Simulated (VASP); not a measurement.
# Li (Cmcm) in VASP: single point with PBE

Aim: the single point of Li with PBE.

Everything below comes from runs of VASP 6.6.1. Logs are shortened: lines on timing, memory, paths and dates and some standing lists are left out, and cuts for length are marked.

## (1) The cell of the first run

Symmetry: Cmcm, No. 63, orthorhombic system. The conventional cell has a = 2.817 Å, b = 9.657 Å, c = 2.978 Å, α = 90.00°, β = 90.00°, γ = 90.00°. Within 3.7 Å of Li (site symmetry m2m) lie 10 Li at 2.82 to 3.10 Å.

## (2) Single point, PBE

The input, INCAR:

```
SYSTEM = Li
ALGO = Normal
EDIFF = 1E-6
ENCUT = 520
GGA = PE
ISIF = 2
ISMEAR = 0
LASPH = .True.
LCHARG = .False.
LREAL = .False.
LWAVE = .False.
NBANDS = 10
NELM = 100
PREC = Accurate
SIGMA = 0.1
```

The input, KPOINTS:

```
k-points
0
Gamma
  20 20 16
  0 0 0
```

The input, POSCAR:

```
Li
1.0
    1.4085160107     -4.8286001468      0.0000000000
    1.4085160107      4.8286001468      0.0000000000
    0.0000000000      0.0000000000      2.9776483250
Li
2
Direct
    0.8703466738      0.1296533262      0.2500000000
    0.1296533262      0.8703466738      0.7500000000
```

Potentials or basis: VASP PAW PBE potentials, release 64 (Li_sv).

Launch:

```sh
$ cat potpaw_PBE.64/Li_sv/POTCAR > POTCAR
$ mpirun -np 1 vasp_std > vasp.out
```

OUTCAR:

```text
SYSTEM = Li
   EDIFF = 1E-6
   ENCUT = 520
   GGA = PE
   ISIF = 2
   ISMEAR = 0
   LASPH = .True.
   LREAL = .False.
   NELM = 100
   PREC = Accurate

 ion  position               nearest neighbor table
   1  0.870  0.130  0.250-
   2  0.130  0.870  0.750-

  LATTYP: Found a base centered orthorhombic cell.
 ALAT       =     2.8170320214
 B/A-ratio  =     3.4281471493
 C/A-ratio  =     1.0570161441

  Lattice vectors:

 A1 = (   1.4085160107,  -4.8286001468,   0.0000000000)
 A2 = (   1.4085160107,   4.8286001468,   0.0000000000)
 A3 = (   0.0000000000,   0.0000000000,   2.9776483250)

Analysis of symmetry for initial positions (statically):
=====================================================================
 Subroutine PRICEL returns:
 Original cell was already a primitive cell.

 Routine SETGRP: Setting up the symmetry group for a
 base centered orthorhombic supercell.

 Subroutine GETGRP returns: Found  8 space group operations
 (whereof  4 operations were pure point group operations)
 out of a pool of  8 trial point group operations.

The static configuration has the point symmetry C_2h.
 The point group associated with its full space group is D_2h.

Analysis of symmetry for dynamics (positions and initial velocities):
=====================================================================
 Subroutine PRICEL returns:
 Original cell was already a primitive cell.

 Routine SETGRP: Setting up the symmetry group for a
 base centered orthorhombic supercell.

 Subroutine GETGRP returns: Found  8 space group operations
 (whereof  4 operations were pure point group operations)
 out of a pool of  8 trial point group operations.

The dynamic configuration has the point symmetry C_2h.
 The point group associated with its full space group is D_2h.

 Subroutine INISYM returns: Found  8 space group operations
 (whereof  4 operations are pure point group operations),
 and found     1 'primitive' translations

----------------------------------------------------------------------------------------

                                     Primitive cell

  volume of cell :      40.5029

  direct lattice vectors                    reciprocal lattice vectors
     1.408516011 -4.828600147  0.000000000     0.354983540 -0.103549680  0.000000000
     1.408516011  4.828600147  0.000000000     0.354983540  0.103549680  0.000000000
     0.000000000  0.000000000  2.977648325     0.000000000  0.000000000  0.335835495

  length of vectors
[... 84 lines left out ...]
   EDIFFG = 0.1E-04   stopping-criterion for IOM
   NSW    =      0    number of steps for IOM
   IBRION =     -1    ionic relax: 0-MD 1-quasi-New 2-CG
   NFREE  =      0    steps in history (QN), initial steepest desc. (CG)
   ISIF   =      2    stress and relaxation
   ISYM   =      2    0-nonsym 1-usesym 2-fastsym
   POTIM  = 0.5000    time-step for ionic-motion
   TEBEG  =    0.0;   TEEND  =   0.0 temperature during run
   PSTRESS=    0.0 pullay stress
   NELECT =       6.0000    total number of electrons
   NUPDOWN=      -1.0000    fix difference up-down
   EMIN   =  10.00;   EMAX   =-10.00  energy-range for DOS
   EFERMI =   0.00;   METHOD = LEGACY
   ISMEAR =     0;   SIGMA  =   0.10  broadening in eV -4-tet -1-fermi 0-gaus
   EFERMI_NEDOS =   21; number of points for ismear=-14 and -15
   IALGO  =     38    algorithm
   IMIX   =      4    mixing-type and parameters
     AMIX     =   0.40;   BMIX     =  1.00
     AMIX_MAG =   1.60;   BMIX_MAG =  1.00
  volume/ion in A,a.u.               =      20.25       136.66
  Fermi-wavevector in a.u.,A,eV,Ry     =   0.866223  1.636924 10.209029  0.750342
  Thomas-Fermi vector in A             =   1.984581
   LORBIT       =      0    0 simple, 1 ext, 2 COOP (PROOUT), +10 PAW based schemes
   GGA     = PE    functional components
   LHFCALC =     F    Hartree Fock is set to
   AEXX    =    0.0000 exact exchange contribution
   IVDW    =     0    specifies the selected vdW correction
   LEPSILON=     F    determine dielectric tensor
   LRPA    =     F    only Hartree local field effects (RPA)
 non-spin polarized calculation
 Gauss-broadening in eV      SIGMA  =   0.10
  energy-cutoff  :      520.00
  volume of cell :       40.50
 maximum number of plane-waves:      1114
 NGX is ok and might be reduce to    40
   NGX = 19   NGY = 19   NGZ = 11

 number of electron       6.0000005 magnetization

 Free energy of the ion-electron system (eV)
  ---------------------------------------------------
  ext. energy  EPLUGINS =         0.00000000
  ---------------------------------------------------
  free energy    TOTEN  =        -3.73954697 eV

  energy without entropy =       -3.73517399  energy(sigma->0) =       -3.73736048

 E-fermi :   0.5930     XC(G=0):  -7.0444

 val. band max:        0.5921866199   @ k =   0.5000   0.3500   0.3750
 cond. band min:       0.5950099304   @ k =   0.5000   0.1500   0.3125
 fundamental gap:      0.0028233105
 Fermi energy:         0.5929953462

 k-point     1 :       0.0000    0.0000    0.0000
  band No.  band energies     occupation
      1     -45.9874      2.00000
      2     -45.9664      2.00000
      3      -2.9238      2.00000
      4       0.8976      0.00002
      5       3.9669      0.00000
      6       9.8082      0.00000
      7      12.8447      0.00000
      8      13.0705      0.00000
      9      13.1931      0.00000
     10      14.3609      0.00000
[... 287 lines left out ...]
 k-point    24 :      -0.3500    0.0500    0.0000
  band No.  band energies     occupation
      1     -45.9738      2.00000
      2     -45.9604      2.00000
      3      -1.4762      2.00000
      4       1.4047      0.00000
      5       4.6206      0.00000
      6       7.0613      0.00000
      7       8.0163      0.00000
      8      11.5428      0.00000
      9      13.6016      0.00000
     10      14.6118      0.00000

 [... further k-points ...]
[... 5 lines left out ...]
  --------------------------------------------------------------------------------------
  -------------------------------------------------------------------------------------
  Total       -0.0156348     -0.0025811     -0.0144008      0.0000000      0.0000000      0.0000000
  in kB       -0.6184653     -0.1021010     -0.5696542      0.0000000      0.0000000      0.0000000
  external PRESSURE =      -0.4300735 kB  Pullay stress =       0.0000000 kB

 VOLUME and BASIS-vectors are now :
 -----------------------------------------------------------------------------
  energy-cutoff  :      520.00
  volume of cell :       40.50
      direct lattice vectors                 reciprocal lattice vectors
     1.408516011 -4.828600147  0.000000000     0.354983540 -0.103549680  0.000000000
     1.408516011  4.828600147  0.000000000     0.354983540  0.103549680  0.000000000
     0.000000000  0.000000000  2.977648325     0.000000000  0.000000000  0.335835495

 POSITION                                       TOTAL-FORCE (eV/Angst)
 -----------------------------------------------------------------------------------
      1.40852     -3.57651      0.74441         0.000000     -0.001398      0.000000
      1.40852      3.57651      2.23324         0.000000      0.001398     -0.000000
 -----------------------------------------------------------------------------------
    total drift:                                0.000000     -0.000000      0.000000

  FREE ENERGIE OF THE ION-ELECTRON SYSTEM (eV)
  ---------------------------------------------------
  free  energy   TOTEN  =        -3.7395469746 eV

  energy  without entropy=       -3.7351739947  energy(sigma->0) =       -3.73736048
```

It took 4.2 min on 1 thread of AMD EPYC 9R45 (Zen 5), shared host; peak memory 0.38 GiB.

What came out:

- Free energy: -3.7395 eV
- Band gap on the k mesh: zero (band 3 reaches 3.54 eV, above the bottom of band 4 at -1.69 eV)

Caveat: the cutoff is under 1.25 times the usual one of these potentials, so pressure, stress and relaxed cells hold a basis-set (Pulay) error.
